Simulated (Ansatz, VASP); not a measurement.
**Two plane-wave programs on Sn4Se3S**

```xyz
8
Lattice="4.2730 -6.0429 0.0000 4.2730 6.0429 0.0000 0.0000 0.0000 4.2730" Properties=species:S:1:pos:R:3 pbc="T T T"
Sn    6.4094    0.0000    0.0000
Sn    4.2730   -3.0214    2.1365
Sn    4.2730    3.0214    2.1365
Sn    2.1365    0.0000    0.0000
Se    2.1365    3.0214    0.0000
Se    0.0000    0.0000    2.1365
Se    2.1365   -3.0214    0.0000
S     4.2730    0.0000    2.1365
```

Alike in both runs: task single point; functional PBE; k mesh 4 × 4 × 4; occupations gaussian, width 0.1 eV; no spin polarisation.

```csv
,VASP,Ansatz
version,VASP 6.6.1,Ansatz 0.2.0
potentials or method,"VASP PAW PBE potentials, release 64 (Sn_d, Se, S), cutoff 520 eV","scalar-relativistic, plane waves, PAW"
valence electrons in the cell,80,110
```

```csv
,VASP,Ansatz,Ansatz less VASP
gap on the k mesh at the Fermi level (eV),0.36,0.36,0.000
least direct gap on the mesh (eV),0.37,0.37,0.000
pressure (GPa),-1.1,-1.0,+0.02
rms of the force components (eV/Å),0.136,0.135,-0.0008
```

Atom by atom the forces differ by 0.001 eV/Å (rms over components). VASP's potentials hold 80 valence electrons a cell and Ansatz's 110, so a difference there can come from the potentials and not from the codes.
